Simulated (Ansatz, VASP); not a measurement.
Al5Cu in VASP and in Ansatz

```
CELL_PARAMETERS angstrom
2.82239 0.00000 0.00000
-1.41119 2.44426 0.00000
0.00000 0.00000 13.58105
ATOMIC_POSITIONS crystal
Al 0.00000 0.00000 0.00000
Al 0.33333 0.66667 0.82412
Al 0.66667 0.33333 0.65122
Al 0.33333 0.66667 0.34878
Al 0.66667 0.33333 0.17588
Cu 0.00000 0.00000 0.50000
```

Alike in both runs: functional PBE; k mesh 6 × 6 × 2; occupations gaussian, width 0.1 eV; no spin polarisation.

Ansatz relaxed the structure, and its values are those at the end. VASP's run is a single point on that final structure, the one shown.

|  | VASP | Ansatz |
| --- | --- | --- |
| version | VASP 6.6.1 | Ansatz 0.2.0 |
| potentials or method | VASP PAW PBE potentials, release 64 (Al, Cu), cutoff 520 eV | scalar-relativistic, plane waves, PAW |
| valence electrons in the cell | 26 | 34 |

```tsv
	VASP	Ansatz	Ansatz less VASP
gap on the k mesh at the Fermi level (eV)	none	none	-
pressure (GPa)	0.5	0.2	-0.29
rms of the force components (eV/Å)	0.009	0.004	-0.0050
```

A gap of «none» marks a metal or a gap that the smearing closes. VASP's potentials hold 26 valence electrons a cell and Ansatz's 34, so a difference there can come from the potentials and not from the codes.

The k mesh is coarse, so the values compare programs but aren't converged.
